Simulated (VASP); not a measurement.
# Ca2YPdC6N6 (Fm-3m) in VASP: single point with PBE

Aim: the single point of Ca2YPdC6N6 with PBE.

Everything below comes from runs of VASP 6.6.1. Logs are shortened: lines on timing, memory, paths and dates and some standing lists are left out, and cuts for length are marked.

## Step 1: The cell of the first run

It takes space group Fm-3m (No. 225, cubic). The conventional cell has a = 10.612 Å, b = 10.612 Å, c = 10.612 Å, α = 90.00°, β = 90.00°, γ = 90.00°. Within 5.0 Å of Ca (site symmetry -43m) lie 12 C at 3.79 Å and 12 N at 3.80 Å and 4 Y at 4.60 Å and 4 Pd at 4.60 Å. Within 2.8 Å of Y (site symmetry m-3m) lie 6 C at 2.11 Å. Pd (site symmetry m-3m) has 6 N at 2.03 Å within 2.7 Å. C (site symmetry 4mm) has 1 N at 1.17 Å within 1.6 Å. N (site symmetry 4mm) has 1 C at 1.17 Å within 1.6 Å.

## Step 2: Single point, PBE, collinear spin

INCAR

```
SYSTEM = Ca2YPdC6N6
ALGO = Normal
EDIFF = 1E-7
ENCUT = 520
GGA = PE
ISIF = 2
ISMEAR = 0
ISPIN = 2
LASPH = .True.
LCHARG = .False.
LMAXMIX = 4
LORBIT = 11
LREAL = Auto
LWAVE = .False.
MAGMOM = 0 0 0 1 0 0 0 0 0 0 0 0 0 0 0 0
NBANDS = 66
NELM = 150
PREC = Accurate
SIGMA = 0.1
```

KPOINTS

```
k-points
0
Gamma
  4 4 4
  0 0 0
```

POSCAR

```
Ca2YPdC6N6
1.0
    0.0000000000      5.3060000000      5.3060000000
    5.3060000000      0.0000000000      5.3060000000
    5.3060000000      5.3060000000      0.0000000000
Ca Y Pd C N
2 1 1 6 6
Direct
    0.2500000000      0.2500000000      0.2500000000
    0.7500000000      0.7500000000      0.7500000000
    0.0000000000      0.0000000000      0.0000000000
    0.5000000000      0.5000000000      0.5000000000
    0.8015454200      0.1984545800      0.1984545800
    0.1984545800      0.8015454200      0.1984545800
    0.1984545800      0.1984545800      0.8015454200
    0.1984545800      0.8015454200      0.8015454200
    0.8015454200      0.1984545800      0.8015454200
    0.8015454200      0.8015454200      0.1984545800
    0.6912928800      0.3087071200      0.3087071200
    0.3087071200      0.6912928800      0.3087071200
    0.3087071200      0.3087071200      0.6912928800
    0.3087071200      0.6912928800      0.6912928800
    0.6912928800      0.3087071200      0.6912928800
    0.6912928800      0.6912928800      0.3087071200
```

Potentials or basis: VASP PAW PBE potentials, release 64 (Ca_sv, Y_sv, Pd, C, N).

On the command line:

```console
cat potpaw_PBE.64/Ca_sv/POTCAR potpaw_PBE.64/Y_sv/POTCAR potpaw_PBE.64/Pd/POTCAR potpaw_PBE.64/C/POTCAR potpaw_PBE.64/N/POTCAR > POTCAR
mpirun -np 1 vasp_std > vasp.out
```

OUTCAR:

```text
SYSTEM = Ca2YPdC6N6
   EDIFF = 1E-7
   ENCUT = 520
   GGA = PE
   ISIF = 2
   ISMEAR = 0
   ISPIN = 2
   LASPH = .True.
   LORBIT = 11
   LREAL = Auto
   NELM = 150
   PREC = Accurate

 ion  position               nearest neighbor table
   1  0.250  0.250  0.250-
   2  0.750  0.750  0.750-
   3  0.000  0.000  0.000-   5 2.11   6 2.11   7 2.11   8 2.11   9 2.11  10 2.11
   4  0.500  0.500  0.500-  11 2.03  12 2.03  13 2.03  14 2.03  15 2.03  16 2.03
   5  0.802  0.198  0.198-  11 1.17   3 2.11
   6  0.198  0.802  0.198-  12 1.17   3 2.11
   7  0.198  0.198  0.802-  13 1.17   3 2.11
   8  0.198  0.802  0.802-  14 1.17   3 2.11
   9  0.802  0.198  0.802-  15 1.17   3 2.11
  10  0.802  0.802  0.198-  16 1.17   3 2.11
  11  0.691  0.309  0.309-   5 1.17   4 2.03
  12  0.309  0.691  0.309-   6 1.17   4 2.03
  13  0.309  0.309  0.691-   7 1.17   4 2.03
  14  0.309  0.691  0.691-   8 1.17   4 2.03
  15  0.691  0.309  0.691-   9 1.17   4 2.03
  16  0.691  0.691  0.309-  10 1.17   4 2.03

  LATTYP: Found a face centered cubic cell.
 ALAT       =    10.6120000000

  Lattice vectors:

 A1 = (   0.0000000000,   5.3060000000,   5.3060000000)
 A2 = (   5.3060000000,   0.0000000000,   5.3060000000)
 A3 = (   5.3060000000,   5.3060000000,   0.0000000000)

Analysis of symmetry for initial positions (statically):
=====================================================================
 Subroutine PRICEL returns:
 Original cell was already a primitive cell.

 Routine SETGRP: Setting up the symmetry group for a
 face centered cubic supercell.

 Subroutine GETGRP returns: Found 48 space group operations
 (whereof 48 operations were pure point group operations)
 out of a pool of 48 trial point group operations.

The static configuration has the point symmetry O_h .

Analysis of symmetry for dynamics (positions and initial velocities):
=====================================================================
 Subroutine PRICEL returns:
 Original cell was already a primitive cell.

 Routine SETGRP: Setting up the symmetry group for a
 face centered cubic supercell.

 Subroutine GETGRP returns: Found 48 space group operations
 (whereof 48 operations were pure point group operations)
 out of a pool of 48 trial point group operations.

The dynamic configuration has the point symmetry O_h .

Analysis of structural, dynamic, and magnetic symmetry:
=====================================================================
 Subroutine PRICEL returns:
 Original cell was already a primitive cell.

 Routine SETGRP: Setting up the symmetry group for a
 face centered cubic supercell.

 Subroutine GETGRP returns: Found 48 space group operations
 (whereof 48 operations were pure point group operations)
 out of a pool of 48 trial point group operations.

The overall configuration has the point symmetry O_h .

 Subroutine INISYM returns: Found 48 space group operations
 (whereof 48 operations are pure point group operations),
 and found     1 'primitive' translations

----------------------------------------------------------------------------------------

                                     Primitive cell

  volume of cell :     298.7664

  direct lattice vectors                    reciprocal lattice vectors
     0.000000000  5.306000000  5.306000000    -0.094232944  0.094232944  0.094232944
     5.306000000  0.000000000  5.306000000     0.094232944 -0.094232944  0.094232944
     5.306000000  5.306000000  0.000000000     0.094232944  0.094232944 -0.094232944

  length of vectors
     7.503817162  7.503817162  7.503817162     0.163216246  0.163216246  0.163216246

  position of ions in fractional coordinates (direct lattice)
     0.250000000  0.250000000  0.250000000
     0.750000000  0.750000000  0.750000000
     0.000000000  0.000000000  0.000000000
     0.500000000  0.500000000  0.500000000
     0.801545420  0.198454580  0.198454580
     0.198454580  0.801545420  0.198454580
[... 8 lines left out ...]
     0.691292880  0.308707120  0.691292880
     0.691292880  0.691292880  0.308707120

  ion indices of the primitive-cell ions
   primitive index   ion index
                 1           1
                 2           2
                 3           3
                 4           4
                 5           5
                 6           6
[... 8 lines left out ...]
                15          15
                16          16

----------------------------------------------------------------------------------------

 KPOINTS: k-points

Automatic generation of k-mesh.
 Grid dimensions read from file:
 generate k-points for:    4    4    4

 Generating k-lattice:

  Cartesian coordinates                     Fractional coordinates (reciprocal lattice)
    -0.023558236  0.023558236  0.023558236     0.250000000  0.000000000  0.000000000
     0.023558236 -0.023558236  0.023558236     0.000000000  0.250000000  0.000000000
     0.023558236  0.023558236 -0.023558236     0.000000000  0.000000000  0.250000000

  Length of vectors
     0.040804062  0.040804062  0.040804062

  Shift w.r.t. Gamma in fractional coordinates (k-lattice)
     0.000000000  0.000000000  0.000000000

 Subroutine IBZKPT returns following result:
 ===========================================

 Found      8 irreducible k-points:

 Following reciprocal coordinates:
            Coordinates               Weight
  0.000000  0.000000  0.000000      1.000000
  0.250000  0.000000  0.000000      8.000000
  0.500000  0.000000  0.000000      4.000000
  0.250000  0.250000  0.000000      6.000000
  0.500000  0.250000  0.000000     24.000000
 -0.250000  0.250000  0.000000     12.000000
  0.500000  0.500000  0.000000      3.000000
 -0.250000  0.500000  0.250000      6.000000
   k-points           NKPTS =      8   k-points in BZ     NKDIM =      8   number of bands    NBANDS=     66
   number of dos      NEDOS =    301   number of ions     NIONS =     16
   total plane-waves  NPLWV = 175616
   dimension x,y,z NGX =    56 NGY =   56 NGZ =   56
   dimension x,y,z NGXF=   112 NGYF=  112 NGZF=  112
   ions per type =               2   1   1   6   6
   NGX,Y,Z   is equivalent  to a cutoff of  12.41, 12.41, 12.41 a.u.
   NGXF,Y,Z  is equivalent  to a cutoff of  24.81, 24.81, 24.81 a.u.
 SYSTEM =  Ca2YPdC6N6
   PREC   = accura    normal or accurate (medium, high low for compatibility)
   ISTART =      0    job   : 0-new  1-cont  2-samecut
   ICHARG =      2    charge: 1-file 2-atom 10-const
   ISPIN  =      2    spin polarized calculation?
   LNONCOLLINEAR =      F non collinear calculations
   LSORBIT =      F    spin-orbit coupling
   LASPH  =      T    aspherical Exc in radial PAW
   ENCUT  =  520.0 eV  38.22 Ry    6.18 a.u.  13.95 13.95 13.95*2*pi/ulx,y,z
   NELM   =    150;   NELMIN=  2; NELMDL= -5     # of ELM steps
   EDIFF  = 0.1E-06   stopping-criterion for ELM
   LREAL  =      T    real-space projection
   EDIFFG = 0.1E-05   stopping-criterion for IOM
   NSW    =      0    number of steps for IOM
   IBRION =     -1    ionic relax: 0-MD 1-quasi-New 2-CG
   NFREE  =      0    steps in history (QN), initial steepest desc. (CG)
   ISIF   =      2    stress and relaxation
   ISYM   =      2    0-nonsym 1-usesym 2-fastsym
   POTIM  = 0.5000    time-step for ionic-motion
   TEBEG  =    0.0;   TEEND  =   0.0 temperature during run
   PSTRESS=    0.0 pullay stress
   NELECT =      95.0000    total number of electrons
   NUPDOWN=      -1.0000    fix difference up-down
   EMIN   =  10.00;   EMAX   =-10.00  energy-range for DOS
   EFERMI =   0.00;   METHOD = LEGACY
   ISMEAR =     0;   SIGMA  =   0.10  broadening in eV -4-tet -1-fermi 0-gaus
   EFERMI_NEDOS =   21; number of points for ismear=-14 and -15
   IALGO  =     38    algorithm
   IMIX   =      4    mixing-type and parameters
     AMIX     =   0.40;   BMIX     =  1.00
     AMIX_MAG =   1.60;   BMIX_MAG =  1.00
  volume/ion in A,a.u.               =      18.67       126.01
  Fermi-wavevector in a.u.,A,eV,Ry     =   1.117392  2.111564 16.987749  1.248564
  Thomas-Fermi vector in A             =   2.254014
   LORBIT       =     11    0 simple, 1 ext, 2 COOP (PROOUT), +10 PAW based schemes
   GGA     = PE    functional components
   LHFCALC =     F    Hartree Fock is set to
   AEXX    =    0.0000 exact exchange contribution
   IVDW    =     0    specifies the selected vdW correction
   LEPSILON=     F    determine dielectric tensor
   LRPA    =     F    only Hartree local field effects (RPA)
 spin polarized calculation
 Gauss-broadening in eV      SIGMA  =   0.10
  energy-cutoff  :      520.00
  volume of cell :      298.77
 maximum number of plane-waves:      8088
   NGX = 27   NGY = 27   NGZ = 27

 number of electron      95.0000010 magnetization       0.0193305

 number of electron      95.0000010 magnetization      -0.0005703

 Free energy of the ion-electron system (eV)
  ---------------------------------------------------
  ext. energy  EPLUGINS =         0.00000000
  ---------------------------------------------------
  free energy    TOTEN  =      -107.40312894 eV

  energy without entropy =     -107.19179999  energy(sigma->0) =     -107.29746447

 E-fermi :   3.1636     XC(G=0):  -8.2327

 val. band max:        3.1630768374   @ k =   0.2500   0.2500   0.0000
 cond. band min:       3.1684503435   @ k =   0.2500   0.2500   0.0000
 fundamental gap:      0.0053735060
 Fermi energy:         3.1636324405

 spin component 1

 k-point     1 :       0.0000    0.0000    0.0000
  band No.  band energies     occupation
      1     -41.4830      1.00000
      2     -41.4829      1.00000
      3     -37.0295      1.00000
      4     -22.4221      1.00000
      5     -22.4221      1.00000
      6     -22.4221      1.00000
[... 485 lines left out ...]
     58       4.0871      0.00000
     59       4.0871      0.00000
 Fermi energy:         3.1636324405

 spin component 2

 k-point     1 :       0.0000    0.0000    0.0000
  band No.  band energies     occupation
      1     -41.4830      1.00000
      2     -41.4830      1.00000
      3     -37.0295      1.00000
      4     -22.4222      1.00000
      5     -22.4222      1.00000
      6     -22.4222      1.00000
[... 485 lines left out ...]
     58       4.0869      0.00000
     59       4.0870      0.00000
 [bands above 59 left out]

------------------------ aborting loop because EDIFF is reached ----------------------------------------

  FORCE on cell =-STRESS in cart. coord.  units (eV):
  Direction    XX          YY          ZZ          XY          YZ          ZX
  --------------------------------------------------------------------------------------
  -------------------------------------------------------------------------------------
  Total       32.2833090     32.2833090     32.2833090      0.0000000      0.0000000     -0.0000000
  in kB      173.1238463    173.1238463    173.1238463      0.0000000      0.0000000     -0.0000000
  external PRESSURE =     173.1238463 kB  Pullay stress =       0.0000000 kB

 VOLUME and BASIS-vectors are now :
 -----------------------------------------------------------------------------
  energy-cutoff  :      520.00
  volume of cell :      298.77
      direct lattice vectors                 reciprocal lattice vectors
     0.000000000  5.306000000  5.306000000    -0.094232944  0.094232944  0.094232944
     5.306000000  0.000000000  5.306000000     0.094232944 -0.094232944  0.094232944
     5.306000000  5.306000000  0.000000000     0.094232944  0.094232944 -0.094232944

 POSITION                                       TOTAL-FORCE (eV/Angst)
 -----------------------------------------------------------------------------------
      2.65300      2.65300      2.65300         0.000000     -0.000000     -0.000000
      7.95900      7.95900      7.95900        -0.000000     -0.000000     -0.000000
      0.00000      0.00000      0.00000         0.000000     -0.000000     -0.000000
      5.30600      5.30600      5.30600        -0.000000     -0.000000     -0.000000
      2.10600      5.30600      5.30600         2.610666     -0.000000     -0.000000
      5.30600      2.10600      5.30600         0.000000      2.610666     -0.000000
[... 8 lines left out ...]
      5.30600      7.33600      5.30600         0.000000     -1.069642     -0.000000
      5.30600      5.30600      7.33600         0.000000     -0.000000     -1.069642
 -----------------------------------------------------------------------------------
    total drift:                                0.000000      0.000000      0.000000

  FREE ENERGIE OF THE ION-ELECTRON SYSTEM (eV)
  ---------------------------------------------------
  free  energy   TOTEN  =      -107.4031289445 eV

  energy  without entropy=     -107.1917999940  energy(sigma->0) =     -107.29746447

 total charge

# of ion       s       p       d       f       tot
--------------------------------------------------
    1        2.038   5.800   0.157   0.000   7.995
    2        2.038   5.800   0.157   0.000   7.995
    3        2.324   7.277   1.895   0.225  11.720
    4        0.492   0.863   8.444   0.000   9.800
    5        0.999   1.643   0.000   0.000   2.642
    6        0.999   1.643   0.000   0.000   2.642
[... 8 lines left out ...]
   15        1.316   2.590   0.000   0.000   3.906
   16        1.316   2.590   0.000   0.000   3.906
--------------------------------------------------
tot         20.785  45.135  10.652   0.225  76.798

 magnetization (x)

# of ion       s       p       d       f       tot
--------------------------------------------------
    1       -0.000   0.000  -0.000   0.000  -0.000
    2       -0.000   0.000  -0.000   0.000  -0.000
    3        0.000   0.000  -0.000  -0.000  -0.000
    4       -0.000  -0.000  -0.000   0.000  -0.000
    5       -0.000   0.000   0.000   0.000  -0.000
    6       -0.000   0.000   0.000   0.000  -0.000
[... 8 lines left out ...]
   15       -0.000  -0.000   0.000   0.000  -0.000
   16       -0.000  -0.000   0.000   0.000  -0.000
--------------------------------------------------
tot         -0.000  -0.000  -0.000  -0.000  -0.000
```

It took 9.7 min on 1 thread of AMD EPYC 9R45 (Zen 5), shared host; peak memory 0.68 GiB.

Results:

```yaml
Free_energy: -107.4031 eV
Pressure: 17.3 GPa
Largest_force: 2.611 eV/Å
Net_moment: 0.00 μB per cell
Valence_electrons_inside_the_program's_atomic_spheres: Ca 8.00; Y 11.72; Pd 9.80; C 2.64; N 3.91
```

Forces in eV/Å, atoms in the order of the input:
```
Ca   0.000  0.000  0.000
Ca   0.000  0.000  0.000
Y    0.000  0.000  0.000
Pd   0.000  0.000  0.000
C    2.611  0.000  0.000
C    0.000  2.611  0.000
C    0.000  0.000  2.611
C   -2.611  0.000  0.000
C    0.000 -2.611  0.000
C    0.000  0.000 -2.611
N    1.070  0.000  0.000
N    0.000  1.070  0.000
N    0.000  0.000  1.070
N   -1.070  0.000  0.000
N    0.000 -1.070  0.000
N    0.000  0.000 -1.070
```

Caveat: the cell stands under pressure; forces of over 1 eV/Å act on the atoms, so gaps and moduli don't describe the material at rest.
